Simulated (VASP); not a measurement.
# VO2 (P4_2/mnm) in VASP: single point with PBEsol

Aim: the single point of VO2 with PBEsol.

Program: VASP 6.6.1. These are calculated values, not measurements. Logs are shortened: lines on timing, memory, paths and dates and some standing lists are left out, and cuts for length are marked.

## Step 1: The cell of the first run

Symmetry: P4_2/mnm, No. 136, tetragonal system. The conventional cell has a = 4.536 Å, b = 4.536 Å, c = 2.802 Å, α = 90.00°, β = 90.00°, γ = 90.00°. V (site symmetry mmm) has 6 O at 1.90 to 1.92 Å within 2.5 Å. O (site symmetry m2m) has 3 V at 1.90 to 1.92 Å and 11 O at 2.58 to 2.80 Å within 2.9 Å.

## Step 2: Single point, PBEsol, collinear spin, ferromagnetic start

File INCAR:

```
SYSTEM = VO2
PREC = Accurate
ENCUT = 600
EDIFF = 1E-6
ISMEAR = 0
SIGMA = 0.1
LREAL = .False.
LASPH = .True.
NELM = 200
ALGO = Normal
ISIF = 2
LWAVE = .False.
LCHARG = .False.
ISPIN = 2
MAGMOM = 0.87 0.87 0 0 0 0
LORBIT = 11
LMAXMIX = 4
GGA = PS
NBANDS = 38
GGA_COMPAT = .False.
```

File KPOINTS:

```
regular mesh
0
Gamma
  12 8 8
  0 0 0
```

File POSCAR:

```
VO2
1.0
    2.8022713414      0.0000000000      0.0000000000
    0.0000000000      4.5361466046      0.0000000000
    0.0000000000      0.0000000000      4.5361466046
V O
2 4
Direct
    0.0000000000      0.0000000000      0.0000000000
    0.5000000000      0.5000000000      0.5000000000
    0.0000000000      0.2989300368      0.2989300368
    0.5000000000      0.7989300368      0.2010699632
    0.0000000000      0.7010699632      0.7010699632
    0.5000000000      0.2010699632      0.7989300368
```

Potentials or basis: VASP PAW PBE potentials, release 64 (V_sv, O).

On the command line:

```sh
$ cat potpaw_PBE.64/V_sv/POTCAR potpaw_PBE.64/O/POTCAR > POTCAR
$ mpirun -np 1 vasp_std > vasp.out
```

OUTCAR:

```text
SYSTEM = VO2
   PREC = Accurate
   ENCUT = 600
   EDIFF = 1E-6
   ISMEAR = 0
   LREAL = .False.
   LASPH = .True.
   NELM = 200
   ISIF = 2
   ISPIN = 2
   LORBIT = 11
   GGA = PS

 ion  position               nearest neighbor table
   1  0.000  0.000  0.000-   4 1.90   6 1.90   4 1.90   6 1.90   5 1.92   3 1.92
   2  0.500  0.500  0.500-   3 1.90   5 1.90   3 1.90   5 1.90   4 1.92   6 1.92
   3  0.000  0.299  0.299-   2 1.90   2 1.90   1 1.92
   4  0.500  0.799  0.201-   1 1.90   1 1.90   2 1.92
   5  0.000  0.701  0.701-   2 1.90   2 1.90   1 1.92
   6  0.500  0.201  0.799-   1 1.90   1 1.90   2 1.92

  LATTYP: Found a simple tetragonal cell.
 ALAT       =     4.5361466046
 C/A-ratio  =     0.6177647210

  Lattice vectors:

 A1 = (   0.0000000000,   4.5361466046,   0.0000000000)
 A2 = (   0.0000000000,   0.0000000000,   4.5361466046)
 A3 = (   2.8022713414,   0.0000000000,   0.0000000000)

Analysis of symmetry for initial positions (statically):
=====================================================================
 Subroutine PRICEL returns:
 Original cell was already a primitive cell.

 Routine SETGRP: Setting up the symmetry group for a
 simple tetragonal supercell.

 Subroutine GETGRP returns: Found 16 space group operations
 (whereof  8 operations were pure point group operations)
 out of a pool of 16 trial point group operations.

The static configuration has the point symmetry D_2h.
 The point group associated with its full space group is D_4h.

Analysis of symmetry for dynamics (positions and initial velocities):
=====================================================================
 Subroutine PRICEL returns:
 Original cell was already a primitive cell.

 Routine SETGRP: Setting up the symmetry group for a
 simple tetragonal supercell.

 Subroutine GETGRP returns: Found 16 space group operations
 (whereof  8 operations were pure point group operations)
 out of a pool of 16 trial point group operations.

The dynamic configuration has the point symmetry D_2h.
 The point group associated with its full space group is D_4h.

Analysis of structural, dynamic, and magnetic symmetry:
=====================================================================
 Subroutine PRICEL returns:
 Original cell was already a primitive cell.

 Routine SETGRP: Setting up the symmetry group for a
 simple tetragonal supercell.

 Subroutine GETGRP returns: Found 16 space group operations
 (whereof  8 operations were pure point group operations)
 out of a pool of 16 trial point group operations.

The overall configuration has the point symmetry D_2h.
 The point group associated with its full space group is D_4h.

 Subroutine INISYM returns: Found 16 space group operations
 (whereof  8 operations are pure point group operations),
 and found     1 'primitive' translations

----------------------------------------------------------------------------------------

                                     Primitive cell

  volume of cell :      57.6613

  direct lattice vectors                    reciprocal lattice vectors
     2.802271341  0.000000000  0.000000000     0.356853380  0.000000000  0.000000000
     0.000000000  4.536146605  0.000000000     0.000000000  0.220451429  0.000000000
     0.000000000  0.000000000  4.536146605     0.000000000  0.000000000  0.220451429

  length of vectors
     2.802271341  4.536146605  4.536146605     0.356853380  0.220451429  0.220451429

  position of ions in fractional coordinates (direct lattice)
     0.000000000  0.000000000  0.000000000
     0.500000000  0.500000000  0.500000000
     0.000000000  0.298930037  0.298930037
     0.500000000  0.798930037  0.201069963
     0.000000000  0.701069963  0.701069963
     0.500000000  0.201069963  0.798930037

  ion indices of the primitive-cell ions
   primitive index   ion index
                 1           1
                 2           2
                 3           3
                 4           4
                 5           5
                 6           6

----------------------------------------------------------------------------------------

 KPOINTS: regular mesh

Automatic generation of k-mesh.
 Grid dimensions read from file:
 generate k-points for:   12    8    8

 Generating k-lattice:

  Cartesian coordinates                     Fractional coordinates (reciprocal lattice)
     0.029737782  0.000000000  0.000000000     0.083333333  0.000000000  0.000000000
     0.000000000  0.027556429  0.000000000     0.000000000  0.125000000  0.000000000
     0.000000000  0.000000000  0.027556429     0.000000000  0.000000000  0.125000000

  Length of vectors
     0.029737782  0.027556429  0.027556429

  Shift w.r.t. Gamma in fractional coordinates (k-lattice)
     0.000000000  0.000000000  0.000000000

 Subroutine IBZKPT returns following result:
 ===========================================

 Found    105 irreducible k-points:

 Following reciprocal coordinates:
            Coordinates               Weight
  0.000000  0.000000  0.000000      1.000000
  0.083333  0.000000  0.000000      2.000000
  0.166667  0.000000  0.000000      2.000000
  0.250000  0.000000  0.000000      2.000000
  0.333333  0.000000  0.000000      2.000000
  0.416667  0.000000  0.000000      2.000000
[... 16 lines left out ...]
  0.083333  0.375000  0.000000      8.000000
  0.166667  0.375000  0.000000      8.000000
 [... further k-points ...]
   k-points           NKPTS =    105   k-points in BZ     NKDIM =    105   number of bands    NBANDS=     38
   number of dos      NEDOS =    301   number of ions     NIONS =      6
   total plane-waves  NPLWV =  31104
   dimension x,y,z NGX =    24 NGY =   36 NGZ =   36
   dimension x,y,z NGXF=    48 NGYF=   72 NGZF=   72
   ions per type =               2   4
   NGX,Y,Z   is equivalent  to a cutoff of  14.24, 13.19, 13.19 a.u.
   NGXF,Y,Z  is equivalent  to a cutoff of  28.48, 26.39, 26.39 a.u.
 SYSTEM =  VO2
   PREC   = accura    normal or accurate (medium, high low for compatibility)
   ISTART =      0    job   : 0-new  1-cont  2-samecut
   ICHARG =      2    charge: 1-file 2-atom 10-const
   ISPIN  =      2    spin polarized calculation?
   LNONCOLLINEAR =      F non collinear calculations
   LSORBIT =      F    spin-orbit coupling
   LASPH  =      T    aspherical Exc in radial PAW
   ENCUT  =  600.0 eV  44.10 Ry    6.64 a.u.   5.60  9.06  9.06*2*pi/ulx,y,z
   NELM   =    200;   NELMIN=  2; NELMDL= -5     # of ELM steps
   EDIFF  = 0.1E-05   stopping-criterion for ELM
   LREAL  =      F    real-space projection
   EDIFFG = 0.1E-04   stopping-criterion for IOM
   NSW    =      0    number of steps for IOM
   IBRION =     -1    ionic relax: 0-MD 1-quasi-New 2-CG
   NFREE  =      0    steps in history (QN), initial steepest desc. (CG)
   ISIF   =      2    stress and relaxation
   ISYM   =      2    0-nonsym 1-usesym 2-fastsym
   POTIM  = 0.5000    time-step for ionic-motion
   TEBEG  =    0.0;   TEEND  =   0.0 temperature during run
   PSTRESS=    0.0 pullay stress
   NELECT =      50.0000    total number of electrons
   NUPDOWN=      -1.0000    fix difference up-down
   EMIN   =  10.00;   EMAX   =-10.00  energy-range for DOS
   EFERMI =   0.00;   METHOD = LEGACY
   ISMEAR =     0;   SIGMA  =   0.10  broadening in eV -4-tet -1-fermi 0-gaus
   EFERMI_NEDOS =   21; number of points for ismear=-14 and -15
   IALGO  =     38    algorithm
   IMIX   =      4    mixing-type and parameters
     AMIX     =   0.40;   BMIX     =  1.00
     AMIX_MAG =   1.60;   BMIX_MAG =  1.00
  volume/ion in A,a.u.               =       9.61        64.85
  Fermi-wavevector in a.u.,A,eV,Ry     =   1.561122  2.950092 33.158765  2.437100
  Thomas-Fermi vector in A             =   2.664233
   LORBIT       =     11    0 simple, 1 ext, 2 COOP (PROOUT), +10 PAW based schemes
   GGA     = PS    functional components
   LHFCALC =     F    Hartree Fock is set to
   AEXX    =    0.0000 exact exchange contribution
   IVDW    =     0    specifies the selected vdW correction
   LEPSILON=     F    determine dielectric tensor
   LRPA    =     F    only Hartree local field effects (RPA)
 spin polarized calculation
 Gauss-broadening in eV      SIGMA  =   0.10
  energy-cutoff  :      600.00
  volume of cell :       57.66
 maximum number of plane-waves:      1954
 NGX is ok and might be reduce to    24
   NGX = 11   NGY = 19   NGZ = 19

 number of electron      50.0000004 magnetization       1.9750400

 Free energy of the ion-electron system (eV)
  ---------------------------------------------------
  ext. energy  EPLUGINS =         0.00000000
  ---------------------------------------------------
  free energy    TOTEN  =       -54.65113281 eV

  energy without entropy =      -54.63604569  energy(sigma->0) =      -54.64358925

 E-fermi :   6.5369     XC(G=0): -12.1943

 val. band max:        6.5367323299   @ k =   0.0833   0.1250   0.0000
 cond. band min:       6.5419552914   @ k =   0.2500   0.2500   0.1250
 fundamental gap:      0.0052229615
 Fermi energy:         6.5368779232

 spin component 1

 k-point     1 :       0.0000    0.0000    0.0000
  band No.  band energies     occupation
      1     -59.2990      1.00000
      2     -59.2882      1.00000
      3     -33.2673      1.00000
      4     -33.2673      1.00000
      5     -33.1682      1.00000
      6     -33.1682      1.00000
[... 29 lines left out ...]
     36      16.9080      0.00000
     37      16.9080      0.00000

 k-point     2 :       0.0833    0.0000    0.0000
  band No.  band energies     occupation
      1     -59.2961      1.00000
      2     -59.2857      1.00000
      3     -33.2620      1.00000
      4     -33.2620      1.00000
      5     -33.1931      1.00000
      6     -33.1727      1.00000
[... 29 lines left out ...]
     36      17.2310      0.00000
     37      17.2310      0.00000
[... 838 lines left out ...]
     36      16.5521      0.00000
     37      18.1638      0.00000

 k-point    24 :       0.1667    0.3750    0.0000
  band No.  band energies     occupation
      1     -59.2851      1.00000
      2     -59.2816      1.00000
      3     -33.2685      1.00000
      4     -33.2606      1.00000
      5     -33.2200      1.00000
      6     -33.2171      1.00000
[... 29 lines left out ...]
     36      17.0518      0.00000
     37      18.8461      0.00000

 [... further k-points ...]

 spin component 2

 k-point     1 :       0.0000    0.0000    0.0000
  band No.  band energies     occupation
      1     -58.2532      1.00000
      2     -58.2418      1.00000
      3     -32.2383      1.00000
      4     -32.2383      1.00000
      5     -32.1552      1.00000
      6     -32.1323      1.00000
[... 29 lines left out ...]
     36      17.1715      0.00000
     37      17.1715      0.00000

 k-point     2 :       0.0833    0.0000    0.0000
  band No.  band energies     occupation
      1     -58.2502      1.00000
      2     -58.2391      1.00000
      3     -32.2328      1.00000
      4     -32.2328      1.00000
      5     -32.1838      1.00000
      6     -32.1619      1.00000
[... 29 lines left out ...]
     36      17.4925      0.00000
     37      17.4925      0.00000
[... 838 lines left out ...]
     36      16.6988      0.00000
     37      18.4421      0.00000

 k-point    24 :       0.1667    0.3750    0.0000
  band No.  band energies     occupation
      1     -58.2388      1.00000
      2     -58.2350      1.00000
      3     -32.2616      1.00000
      4     -32.2536      1.00000
      5     -32.1895      1.00000
      6     -32.1879      1.00000
[... 29 lines left out ...]
     36      17.1784      0.00000
     37      19.1233      0.00000

 [... further k-points ...]

 [bands above 37 left out]

------------------------ aborting loop because EDIFF is reached ----------------------------------------

  FORCE on cell =-STRESS in cart. coord.  units (eV):
  Direction    XX          YY          ZZ          XY          YZ          ZX
  --------------------------------------------------------------------------------------
  -------------------------------------------------------------------------------------
  Total        0.2032005      0.0778199      0.0778199      0.0000000      0.0000000      0.0000000
  in kB        5.6461317      2.1623052      2.1623052      0.0000000      0.0000000      0.0000000
  external PRESSURE =       3.3235807 kB  Pullay stress =       0.0000000 kB

 VOLUME and BASIS-vectors are now :
 -----------------------------------------------------------------------------
  energy-cutoff  :      600.00
  volume of cell :       57.66
      direct lattice vectors                 reciprocal lattice vectors
     2.802271341  0.000000000  0.000000000     0.356853380  0.000000000  0.000000000
     0.000000000  4.536146605  0.000000000     0.000000000  0.220451429  0.000000000
     0.000000000  0.000000000  4.536146605     0.000000000  0.000000000  0.220451429

 POSITION                                       TOTAL-FORCE (eV/Angst)
 -----------------------------------------------------------------------------------
      0.00000      0.00000      0.00000         0.000000      0.000000      0.000000
      1.40114      2.26807      2.26807         0.000000      0.000000      0.000000
      0.00000      1.35599      1.35599         0.000000     -0.017516     -0.017516
      1.40114      3.62406      0.91208        -0.000000     -0.017516      0.017516
      0.00000      3.18016      3.18016         0.000000      0.017516      0.017516
      1.40114      0.91208      3.62406         0.000000      0.017516     -0.017516
 -----------------------------------------------------------------------------------
    total drift:                                0.000000      0.000000      0.000000

  FREE ENERGIE OF THE ION-ELECTRON SYSTEM (eV)
  ---------------------------------------------------
  free  energy   TOTEN  =       -54.6511328100 eV

  energy  without entropy=      -54.6360456918  energy(sigma->0) =      -54.64358925

 total charge

# of ion       s       p       d       tot
------------------------------------------
    1        2.296   6.365   2.962  11.623
    2        2.296   6.365   2.962  11.623
    3        1.565   3.473   0.000   5.037
    4        1.565   3.473   0.000   5.037
    5        1.565   3.473   0.000   5.037
    6        1.565   3.473   0.000   5.037
--------------------------------------------------
tot         10.852  26.620   5.924  43.396

 magnetization (x)

# of ion       s       p       d       tot
------------------------------------------
    1        0.013   0.012   0.987   1.012
    2        0.013   0.012   0.987   1.012
    3       -0.002  -0.041   0.000  -0.043
    4       -0.002  -0.041   0.000  -0.043
    5       -0.002  -0.041   0.000  -0.043
    6       -0.002  -0.041   0.000  -0.043
--------------------------------------------------
tot          0.017  -0.138   1.974   1.853
```

Wall time 3.4 min (1 thread of Intel Xeon 6975P-C (Granite Rapids), shared host); peak memory 0.47 GiB.

Results:

* Free energy: -54.6511 eV
* Pressure: 0.3 GPa
* Largest force: 0.025 eV/Å
* Band gap on the k mesh: zero (filled and empty bands overlap)
* Net moment: 1.98 μB per cell
* Site moments: V +1.01; O -0.04 μB
* Valence electrons inside the program's atomic spheres: V 11.62; O 5.04

Forces on the atoms (eV/Å):
```
V    0.000  0.000  0.000
V    0.000  0.000  0.000
O    0.000 -0.018 -0.018
O    0.000 -0.018  0.018
O    0.000  0.018  0.018
O    0.000  0.018 -0.018
```

Levels at points of the mesh, in eV from the Fermi level:
Spin up:
```tsv
k point	band 22	band 23	band 24	band 25	band 26	band 27	band 28	band 29	band 30	band 31
(0.00, 0.00, 0.00)	-2.05	-2.05	-1.60	-1.09	-0.89	-0.32	-0.32	-0.27	1.91	2.01
(0.50, 0.00, 0.00)	-4.25	-3.27	-3.27	0.42	0.42	0.66	0.66	1.07	1.07	3.06
(0.00, 0.50, 0.00)	-3.31	-2.33	-2.33	-0.36	-0.36	0.35	0.35	1.02	1.02	3.75
(0.50, 0.50, 0.00)	-3.99	-2.66	-2.66	-0.91	-0.91	0.63	0.63	1.36	1.36	2.46
(0.00, 0.50, 0.50)	-2.93	-2.81	-2.81	-1.08	-1.08	-0.30	-0.30	1.45	1.45	3.40
(0.50, 0.50, 0.50)	-3.13	-2.34	-2.34	0.07	0.07	0.43	0.43	0.65	0.65	3.64
```
Spin down:
| k point | band 21 | band 22 | band 23 | band 24 | band 25 | band 26 | band 27 | band 28 |
| --- | --- | --- | --- | --- | --- | --- | --- | --- |
| (0.00, 0.00, 0.00) | -2.20 | -2.11 | -2.11 | -1.58 | 0.02 | 0.06 | 0.71 | 0.84 |
| (0.50, 0.00, 0.00) | -4.14 | -4.14 | -3.22 | -3.22 | 1.34 | 1.34 | 1.77 | 1.77 |
| (0.00, 0.50, 0.00) | -3.20 | -3.20 | -2.37 | -2.37 | 0.65 | 0.65 | 1.43 | 1.43 |
| (0.50, 0.50, 0.00) | -3.79 | -3.79 | -2.73 | -2.73 | 0.17 | 0.17 | 1.75 | 1.75 |
| (0.00, 0.50, 0.50) | -2.95 | -2.95 | -2.85 | -2.85 | -0.03 | -0.03 | 0.86 | 0.86 |
| (0.50, 0.50, 0.50) | -3.03 | -3.03 | -2.34 | -2.34 | 0.98 | 0.98 | 1.36 | 1.36 |

Caveat: the PAW data sets were made with another functional, which shifts forces and pressure a little; semilocal functionals often make such compounds metallic where correlation or magnetic order opens a gap, which also shifts bond lengths.
